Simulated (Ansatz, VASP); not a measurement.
## Sn in VASP and in Ansatz

```
Sn
1.0
    -2.84820    2.84820    1.70422
     2.84820   -2.84820    1.70422
     2.84820    2.84820   -1.70422
Sn
2
Direct
  0.75000 0.25000 0.50000
  0.00000 0.00000 0.00000
```

Alike in both runs: task single point; functional PBE; k mesh 18 × 18 × 18; occupations methfessel-paxton of order 1, width 0.2 eV; no spin polarisation.

|  | VASP | Ansatz |
| --- | --- | --- |
| version | VASP 6.6.1 | Ansatz 0.2.0 |
| potentials or method | VASP PAW PBE potentials, release 64 (Sn_d), cutoff 520 eV | scalar-relativistic, plane waves, PAW |
| valence electrons in the cell | 28 | 28 |

Ansatz gave:

```
gap on the k mesh at the Fermi level (eV)                     : none
pressure (GPa)                                                : 2.1
traceless stress, the component that is largest in VASP (GPa) : -3.30
```

Q: Estimate VASP's values.

A: gap on the k mesh at the Fermi level (eV): none; pressure (GPa): 2.1; traceless stress, the component that is largest in VASP (GPa): -3.31.

A gap of «none» marks a metal or a gap that the smearing closes.
